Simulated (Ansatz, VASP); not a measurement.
**CdTe in VASP and in Ansatz**

```
Te Cd
1.0
     4.58866    0.00000    0.00000
    -2.29433    3.97389    0.00000
     0.00000    0.00000   23.42990
Te Cd
3 3
Cartesian
  0.0000 0.0000 7.5911
  0.0000 2.6493 11.3754
  2.2943 1.3246 15.1665
  0.0000 2.6493 8.3546
  2.2943 1.3246 12.1208
  0.0000 0.0000 15.6814
```

Alike in both runs: functional PBEsol; k mesh 6 × 6 × 1; occupations gaussian, width 0.05 eV; no spin polarisation.

Ansatz relaxed the structure, and its values are those at the end. VASP's run is a single point on that final structure, the one shown.

```csv
,VASP,Ansatz
version,VASP 6.6.1,Ansatz 0.2.0
potentials or method,"VASP PAW PBE potentials, release 64 (Te, Cd), cutoff 520 eV","scalar-relativistic, plane waves, PAW"
valence electrons in the cell,54,108
```

```csv
,VASP,Ansatz,Ansatz less VASP
gap on the k mesh at the Fermi level (eV),none,none,-
rms of the force components (eV/Å),0.010,0.003,-0.0068
```

VASP's potentials were made for PBE, not for PBEsol. A gap of «none» marks a metal or a gap that the smearing closes. With one functional, cell and mesh, what is left measures potentials, basis and numerics. VASP's potentials hold 54 valence electrons a cell and Ansatz's 108, so a difference there can come from the potentials and not from the codes.

Neither program's run includes spin-orbit coupling.
